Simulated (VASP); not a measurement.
Crystal: H.

```
H
1.0
     0.00000    1.72066    1.72066
     1.72066    0.00000    1.72066
     1.72066    1.72066    0.00000
H
1
Direct
  0.00000 0.00000 0.00000
```

| Item | Value |
| --- | --- |
| Program | VASP 6.6.1 |
| Task | relaxation of cell and atoms |
| Functional | r2SCAN |
| Potentials or basis | VASP PAW PBE potentials, release 64 (H) |
| Cutoff | 600 eV |
| k mesh | 8 × 8 × 8 |
| Occupations | gaussian, width 0.1 eV |
| Spin | no spin polarisation |

At the start: pressure -16.3 GPa; volume 10.19 Å³/atom.

How do energy, volume and symmetry change on relaxing?

Over 8 steps the energy falls by 917.6 meV/atom and the volume is 2.95 Å³/atom (-71.1 %); space group Fm-3m (No. 225, to 0.05 Å).

Step by step:
```
step  energy change (eV)  largest force (eV/Å)  pressure (GPa)  volume (Å³)
   1              0.0000                0.0000          -16.27        10.19
   2             -0.1591                0.0000          -18.94         8.74
   3             -0.6501                0.0000          -24.88         5.22
   4              0.0715                0.0000          347.39         1.28
   5             -0.8302                0.0000          -20.98         4.01
   6             -0.8934                0.0000           21.27         2.53
   7             -0.9161                0.0000           -4.13         3.05
   8             -0.9176                0.0000           -0.44         2.95
```

Final structure:
```
H
1.0
     0.00000    1.13816    1.13816
     1.13816    0.00000    1.13816
     1.13816    1.13816    0.00000
H
1
Direct
  0.00000 0.00000 0.00000
```

Caveat: the k points lie up to 0.60 Å⁻¹ apart in the final cell; the volume moved by over 15 % at a fixed basis, so the end points are rough; the PAW data sets were made with another functional, which shifts forces and pressure a little.
